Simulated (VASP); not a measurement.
# HfO2 (Fm-3m) in VASP: notebook

The runs below take HfO2 through single point, with LDA.

Everything below comes from runs of VASP 6.6.1. Logs are shortened: lines on timing, memory, paths and dates and some standing lists are left out, and cuts for length are marked.

## Step 1: The cell of the first run

Symmetry: Fm-3m, No. 225, cubic system. Conventional cell: a = 5.032 Å, b = 5.032 Å, c = 5.032 Å, α = 90.00°, β = 90.00°, γ = 90.00°. Hf (site symmetry m-3m) has 8 O at 2.18 Å within 2.9 Å. Within 2.9 Å of O (site symmetry -43m) lie 4 Hf at 2.18 Å and 6 O at 2.52 Å.

## Step 2: Single point, LDA

File INCAR:

```
ALGO     = Normal         # electronic algorithm
EDIFF    = 1E-6           # SCF threshold, eV
ENCUT    = 600            # plane-wave cutoff, eV
GGA_COMPAT= F            
ISIF     = 2              # what is computed and relaxed
ISMEAR   = 0              # smearing method
LASPH    = T              # aspherical terms in the spheres
LCHARG   = T              # write CHGCAR
LELF     = T              # ELF
LREAL    = F              # projectors in reciprocal space
LVHAR    = T            
LWAVE    = F              # write WAVECAR
NBANDS   = 18             # bands
NELM     = 120            # most SCF steps
PREC     = Accurate       # precision mode
SIGMA    = 0.1            # smearing width, eV
```

File KPOINTS:

```
k-points
0
Gamma
  6 6 6
```

File POSCAR:

```
HfO2
1.0
    0.0000000000      2.5160796100      2.5160796100
    2.5160796100      0.0000000000      2.5160796100
    2.5160796100      2.5160796100      0.0000000000
Hf O
1 2
Direct
    0.0000000000      0.0000000000      0.0000000000
    0.7500000000      0.7500000000      0.7500000000
    0.2500000000      0.2500000000      0.2500000000
```

Potentials or basis: VASP PAW LDA potentials, release 64 (Hf_pv, O).

Started as:

```
$ cat potpaw_LDA.64/Hf_pv/POTCAR potpaw_LDA.64/O/POTCAR > POTCAR
$ mpirun -np 1 vasp_std > vasp.out
```

OUTCAR:

```text
EDIFF = 1E-6
   ENCUT = 600
   ISIF = 2
   ISMEAR = 0
   LASPH = T
   LREAL = F
   NELM = 120
   PREC = Accurate

 ion  position               nearest neighbor table
   1  0.000  0.000  0.000-   2 2.18   2 2.18   2 2.18   2 2.18   3 2.18   3 2.18   3 2.18   3 2.18

   2  0.750  0.750  0.750-   1 2.18   1 2.18   1 2.18   1 2.18
   3  0.250  0.250  0.250-   1 2.18   1 2.18   1 2.18   1 2.18

  LATTYP: Found a face centered cubic cell.
 ALAT       =     5.0321592200

  Lattice vectors:

 A1 = (   0.0000000000,   2.5160796100,   2.5160796100)
 A2 = (   2.5160796100,   0.0000000000,   2.5160796100)
 A3 = (   2.5160796100,   2.5160796100,   0.0000000000)

Analysis of symmetry for initial positions (statically):
=====================================================================
 Subroutine PRICEL returns:
 Original cell was already a primitive cell.

 Routine SETGRP: Setting up the symmetry group for a
 face centered cubic supercell.

 Subroutine GETGRP returns: Found 48 space group operations
 (whereof 48 operations were pure point group operations)
 out of a pool of 48 trial point group operations.

The static configuration has the point symmetry O_h .

Analysis of symmetry for dynamics (positions and initial velocities):
=====================================================================
 Subroutine PRICEL returns:
 Original cell was already a primitive cell.

 Routine SETGRP: Setting up the symmetry group for a
 face centered cubic supercell.

 Subroutine GETGRP returns: Found 48 space group operations
 (whereof 48 operations were pure point group operations)
 out of a pool of 48 trial point group operations.

The dynamic configuration has the point symmetry O_h .

 Subroutine INISYM returns: Found 48 space group operations
 (whereof 48 operations are pure point group operations),
 and found     1 'primitive' translations

----------------------------------------------------------------------------------------

                                     Primitive cell

  volume of cell :      31.8569

  direct lattice vectors                    reciprocal lattice vectors
     0.000000000  2.516079610  2.516079610    -0.198721852  0.198721852  0.198721852
     2.516079610  0.000000000  2.516079610     0.198721852 -0.198721852  0.198721852
     2.516079610  2.516079610  0.000000000     0.198721852  0.198721852 -0.198721852

  length of vectors
     3.558273908  3.558273908  3.558273908     0.344196344  0.344196344  0.344196344

  position of ions in fractional coordinates (direct lattice)
     0.000000000  0.000000000  0.000000000
     0.750000000  0.750000000  0.750000000
     0.250000000  0.250000000  0.250000000

  ion indices of the primitive-cell ions
   primitive index   ion index
                 1           1
                 2           2
                 3           3

----------------------------------------------------------------------------------------

 KPOINTS: k-points

Automatic generation of k-mesh.
 Grid dimensions read from file:
 generate k-points for:    6    6    6

 Generating k-lattice:

  Cartesian coordinates                     Fractional coordinates (reciprocal lattice)
    -0.033120309  0.033120309  0.033120309     0.166666667  0.000000000  0.000000000
     0.033120309 -0.033120309  0.033120309     0.000000000  0.166666667  0.000000000
     0.033120309  0.033120309 -0.033120309     0.000000000  0.000000000  0.166666667

  Length of vectors
     0.057366057  0.057366057  0.057366057

  Shift w.r.t. Gamma in fractional coordinates (k-lattice)
     0.000000000  0.000000000  0.000000000

 Subroutine IBZKPT returns following result:
 ===========================================

 Found     16 irreducible k-points:

 Following reciprocal coordinates:
            Coordinates               Weight
  0.000000  0.000000  0.000000      1.000000
  0.166667  0.000000  0.000000      8.000000
  0.333333  0.000000  0.000000      8.000000
  0.500000  0.000000  0.000000      4.000000
  0.166667  0.166667  0.000000      6.000000
  0.333333  0.166667  0.000000     24.000000
[... 8 lines left out ...]
 -0.333333  0.333333  0.166667     24.000000
 -0.333333  0.500000  0.166667     12.000000
   k-points           NKPTS =     16   k-points in BZ     NKDIM =     16   number of bands    NBANDS=     18
   number of dos      NEDOS =    301   number of ions     NIONS =      3
   total plane-waves  NPLWV =  21952
   dimension x,y,z NGX =    28 NGY =   28 NGZ =   28
   dimension x,y,z NGXF=    56 NGYF=   56 NGZF=   56
   ions per type =               1   2
   NGX,Y,Z   is equivalent  to a cutoff of  13.08, 13.08, 13.08 a.u.
   NGXF,Y,Z  is equivalent  to a cutoff of  26.16, 26.16, 26.16 a.u.
 SYSTEM =  unknown system
   PREC   = accura    normal or accurate (medium, high low for compatibility)
   ISTART =      0    job   : 0-new  1-cont  2-samecut
   ICHARG =      2    charge: 1-file 2-atom 10-const
   ISPIN  =      1    spin polarized calculation?
   LNONCOLLINEAR =      F non collinear calculations
   LSORBIT =      F    spin-orbit coupling
   LASPH  =      T    aspherical Exc in radial PAW
   ENCUT  =  600.0 eV  44.10 Ry    6.64 a.u.   7.11  7.11  7.11*2*pi/ulx,y,z
   NELM   =    120;   NELMIN=  2; NELMDL= -5     # of ELM steps
   EDIFF  = 0.1E-05   stopping-criterion for ELM
   LREAL  =      F    real-space projection
   EDIFFG = 0.1E-04   stopping-criterion for IOM
   NSW    =      0    number of steps for IOM
   IBRION =     -1    ionic relax: 0-MD 1-quasi-New 2-CG
   NFREE  =      0    steps in history (QN), initial steepest desc. (CG)
   ISIF   =      2    stress and relaxation
   ISYM   =      2    0-nonsym 1-usesym 2-fastsym
   POTIM  = 0.5000    time-step for ionic-motion
   TEBEG  =    0.0;   TEEND  =   0.0 temperature during run
   PSTRESS=    0.0 pullay stress
   NELECT =      22.0000    total number of electrons
   NUPDOWN=      -1.0000    fix difference up-down
   EMIN   =  10.00;   EMAX   =-10.00  energy-range for DOS
   EFERMI =   0.00;   METHOD = LEGACY
   ISMEAR =     0;   SIGMA  =   0.10  broadening in eV -4-tet -1-fermi 0-gaus
   EFERMI_NEDOS =   21; number of points for ismear=-14 and -15
   IALGO  =     38    algorithm
   IMIX   =      4    mixing-type and parameters
     AMIX     =   0.40;   BMIX     =  1.00
     AMIX_MAG =   1.60;   BMIX_MAG =  1.00
  volume/ion in A,a.u.               =      10.62        71.66
  Fermi-wavevector in a.u.,A,eV,Ry     =   1.447043  2.734514 28.489682  2.093933
  Thomas-Fermi vector in A             =   2.565043
   LORBIT       =      0    0 simple, 1 ext, 2 COOP (PROOUT), +10 PAW based schemes
   GGA     = CA    functional components
   LHFCALC =     F    Hartree Fock is set to
   AEXX    =    0.0000 exact exchange contribution
   IVDW    =     0    specifies the selected vdW correction
   LEPSILON=     F    determine dielectric tensor
   LRPA    =     F    only Hartree local field effects (RPA)
 non-spin polarized calculation
 Gauss-broadening in eV      SIGMA  =   0.10
  energy-cutoff  :      600.00
  volume of cell :       31.86
 maximum number of plane-waves:      1090
   NGX = 15   NGY = 15   NGZ = 15

 number of electron      21.9999994 magnetization

 Free energy of the ion-electron system (eV)
  ---------------------------------------------------
  ext. energy  EPLUGINS =         0.00000000
  ---------------------------------------------------
  free energy    TOTEN  =       -33.05392601 eV

  energy without entropy =      -33.05392601  energy(sigma->0) =      -33.05392601

 E-fermi :   4.7073     XC(G=0): -12.4303

 val. band max:        4.2501922645   @ k =   0.5000   0.5000   0.0000
 cond. band min:       7.9045947737   @ k =   0.5000   0.5000   0.0000
 fundamental gap:      3.6544025092
 Fermi energy:         4.7073404493

 k-point     1 :       0.0000    0.0000    0.0000
  band No.  band energies     occupation
      1     -25.1424      2.00000
      2     -25.1424      2.00000
      3     -25.1424      2.00000
      4     -14.3656      2.00000
      5     -11.0889      2.00000
      6      -1.2974      2.00000
[... 10 lines left out ...]
     17      14.9015      0.00000
     18      16.9846      0.00000

 k-point     2 :       0.1667    0.0000    0.0000
  band No.  band energies     occupation
      1     -25.2745      2.00000
      2     -25.1568      2.00000
      3     -25.1568      2.00000
      4     -13.9777      2.00000
      5     -11.4012      2.00000
      6      -1.0290      2.00000
[... 10 lines left out ...]
     17      14.4436      0.00000
     18      16.9730      0.00000

 k-point     3 :       0.3333    0.0000    0.0000
  band No.  band energies     occupation
      1     -25.5221      2.00000
      2     -25.1854      2.00000
      3     -25.1854      2.00000
      4     -13.2706      2.00000
      5     -11.8119      2.00000
      6      -0.4896      2.00000
[... 10 lines left out ...]
     17      13.8989      0.00000
     18      16.4722      0.00000

 k-point     4 :       0.5000    0.0000    0.0000
  band No.  band energies     occupation
      1     -25.6386      2.00000
      2     -25.1997      2.00000
      3     -25.1997      2.00000
      4     -13.0562      2.00000
      5     -11.8093      2.00000
      6      -0.2430      2.00000
[... 207 lines left out ...]
      4     -12.5940      2.00000
      5     -12.1755      2.00000
      6      -0.9112      2.00000
[... 10 lines left out ...]
     17      15.1918      0.00000
     18      16.9633      0.00000

 k-point    15 :      -0.3333    0.3333    0.1667
  band No.  band energies     occupation
      1     -25.5302      2.00000
      2     -25.4116      2.00000
      3     -25.2546      2.00000
      4     -12.4442      2.00000
      5     -12.1296      2.00000
      6      -0.8984      2.00000
[... 10 lines left out ...]
     17      15.9952      0.00000
     18      16.9556      0.00000

 k-point    16 :      -0.3333    0.5000    0.1667
  band No.  band energies     occupation
      1     -25.5733      2.00000
      2     -25.3832      2.00000
      3     -25.2867      2.00000
      4     -12.3652      2.00000
      5     -12.1033      2.00000
      6      -1.8335      2.00000
[... 10 lines left out ...]
     17      16.9620      0.00000
     18      17.2990      0.00000

------------------------ aborting loop because EDIFF is reached ----------------------------------------

  FORCE on cell =-STRESS in cart. coord.  units (eV):
  Direction    XX          YY          ZZ          XY          YZ          ZX
  --------------------------------------------------------------------------------------
  -------------------------------------------------------------------------------------
  Total       -1.6785560     -1.6785560     -1.6785560      0.0000000     -0.0000000      0.0000000
  in kB      -84.4196002    -84.4196002    -84.4196002      0.0000000     -0.0000000      0.0000000
  external PRESSURE =     -84.4196002 kB  Pullay stress =       0.0000000 kB

 VOLUME and BASIS-vectors are now :
 -----------------------------------------------------------------------------
  energy-cutoff  :      600.00
  volume of cell :       31.86
      direct lattice vectors                 reciprocal lattice vectors
     0.000000000  2.516079610  2.516079610    -0.198721852  0.198721852  0.198721852
     2.516079610  0.000000000  2.516079610     0.198721852 -0.198721852  0.198721852
     2.516079610  2.516079610  0.000000000     0.198721852  0.198721852 -0.198721852

 POSITION                                       TOTAL-FORCE (eV/Angst)
 -----------------------------------------------------------------------------------
      0.00000      0.00000      0.00000        -0.000000      0.000000      0.000000
      3.77412      3.77412      3.77412        -0.000000      0.000000      0.000000
      1.25804      1.25804      1.25804         0.000000     -0.000000     -0.000000
 -----------------------------------------------------------------------------------
    total drift:                                0.000000      0.000000      0.000000

  FREE ENERGIE OF THE ION-ELECTRON SYSTEM (eV)
  ---------------------------------------------------
  free  energy   TOTEN  =       -33.0539260059 eV

  energy  without entropy=      -33.0539260059  energy(sigma->0) =      -33.05392601
```

Run time: 14 s. Hardware: 1 thread of Intel Xeon Platinum 8259CL at 2.50GHz (Skylake/Cascade Lake), shared host; peak memory 0.14 GiB.

What came out:

* Free energy: -33.0539 eV
* Pressure: -8.4 GPa
* Band gap on the k mesh: 3.65 eV

Caveat: the cell stands under tension; spin-orbit coupling is left out, which moves the levels of the heavy elements.

## Step 3: Single point, LDA (9.49 Å³/atom)

This run uses another cell than the first one, of 9.49 Å³/atom.

File INCAR:

```
PREC     = Accurate       # precision mode
ENCUT    = 600            # plane-wave cutoff, eV
EDIFF    = 1E-6           # SCF threshold, eV
ISMEAR   = 0              # smearing method
SIGMA    = 0.02           # smearing width, eV
LREAL    = F              # projectors in reciprocal space
LASPH    = T              # aspherical terms in the spheres
NELM     = 120            # most SCF steps
ALGO     = Normal         # electronic algorithm
ISIF     = 2              # what is computed and relaxed
LWAVE    = F              # write WAVECAR
LCHARG   = F              # write CHGCAR
NBANDS   = 18             # bands
GGA_COMPAT= F
```

File KPOINTS:

```
Automatic mesh
0
Gamma
  8 8 8
```

File POSCAR:

```
HfO2
1.0
    0.0000000000      2.4234854029      2.4234854029
    2.4234854029      0.0000000000      2.4234854029
    2.4234854029      2.4234854029      0.0000000000
Hf O
1 2
Direct
    0.0000000000      0.0000000000      0.0000000000
    0.7500000000      0.7500000000      0.7500000000
    0.2500000000      0.2500000000      0.2500000000
```

Potentials or basis: VASP PAW LDA potentials, release 64 (Hf_pv, O).

Started as:

```
$ cat potpaw_LDA.64/Hf_pv/POTCAR potpaw_LDA.64/O/POTCAR > POTCAR
$ mpirun -np 1 vasp_std > vasp.out
```

Run time: 25 s. Hardware: 1 thread of Intel Xeon Platinum 8259CL at 2.50GHz (Skylake/Cascade Lake), shared host; peak memory 0.15 GiB.

Results (log left out):

| Property | Result |
| --- | --- |
| Free energy | -32.8717 eV |
| Pressure | 28.1 GPa |
| Band gap on the k mesh | 3.95 eV |

Levels at points of the mesh, in eV from the valence-band top:
```tsv
k point	band 7	band 8	band 9	band 10	band 11	band 12	band 13	band 14	band 15	band 16
(0.00, 0.00, 0.00)	-6.30	-6.30	-0.68	-0.68	-0.68	3.97	3.97	6.78	12.17	12.17
(0.50, 0.00, 0.00)	-5.14	-3.26	-3.05	-1.98	-1.98	4.91	4.91	8.30	9.22	10.83
(0.50, 0.50, 0.00)	-3.76	-3.76	-1.80	-1.80	0.00	3.95	6.05	7.92	9.32	9.32
```

Caveat: the cell stands under pressure; spin-orbit coupling is left out, which moves the levels of the heavy elements. A k mesh can miss the band edges.

(Part 1 of 2 ends here.)
